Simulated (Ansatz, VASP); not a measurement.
## HfN in VASP and in Ansatz

Contents of INCAR:

```
PREC = Accurate
ENCUT = 520
EDIFF = 1E-6
ISMEAR = 0
SIGMA = 0.15
LREAL = False
LASPH = True
NELM = 80
ALGO = Normal
ISIF = 2
LWAVE = False
LCHARG = False
GGA = PS
NBANDS = 14
```

KPOINTS

```
Automatic mesh
0
Gamma
  16 16 16
```

POSCAR

```
HfN
1.0
    0.0000000000      2.5161925500      2.4548220000
    2.5161925500      0.0000000000      2.4548220000
    2.5161925500      2.5161925500      0.0000000000
Hf N
1 1
Direct
    0.0000000000      0.0000000000      0.0000000000
    0.7500000000      0.7500000000      0.7500000000
```

Input for Ansatz:

```yaml
crystal:
  lattice:
    - [0.0, 2.51619255, 2.454822]
    - [2.51619255, 0.0, 2.454822]
    - [2.51619255, 2.51619255, 0.0]
  atoms:
    - { symbol: Hf, position: [0.0, 0.0, 0.0] }
    - { symbol: "N", position: [0.75, 0.75, 0.75] }
basis:
  ecutwfc: 420
kpoints:
  mp_grid: { grid: [16, 16, 16] }
hamiltonian:
  xc: pbesol
scf:
  occupations: { method: gaussian, width: 0.15 }
output:
  forces: true
  stress: true
  eigenvalues: true
```

Change from the starting cell: strain +0.025 along x and y, +0.000 along z, atoms carried along.

Alike in both runs: task single point; functional PBEsol; k mesh 16 × 16 × 16; occupations gaussian, width 0.15 eV; no spin polarisation.

|  | VASP | Ansatz |
| --- | --- | --- |
| version | VASP 6.6.1 | Ansatz 0.2.0 |
| potentials or method | VASP PAW PBE potentials, release 64 (Hf_pv, N), cutoff 520 eV | scalar-relativistic, plane waves, PAW |
| valence electrons in the cell | 15 | 31 |

VASP gave:

```
gap on the k mesh at the Fermi level (eV)                     : none
pressure (GPa)                                                : -14.1
traceless stress, the component that is largest in VASP (GPa) : 2.41
```

**Question.** What did Ansatz give for the same quantities?

**Answer.** gap on the k mesh at the Fermi level (eV): none; pressure (GPa): -13.1; traceless stress, the component that is largest in VASP (GPa): 2.40.

VASP's potentials were made for PBE, not for PBEsol. A gap of «none» marks a metal or a gap that the smearing closes. The functional is the same, so the differences come from potentials, cutoffs and numerics. VASP's potentials hold 15 valence electrons a cell and Ansatz's 31, so a difference there can come from the potentials and not from the codes.

Neither program's run includes spin-orbit coupling.
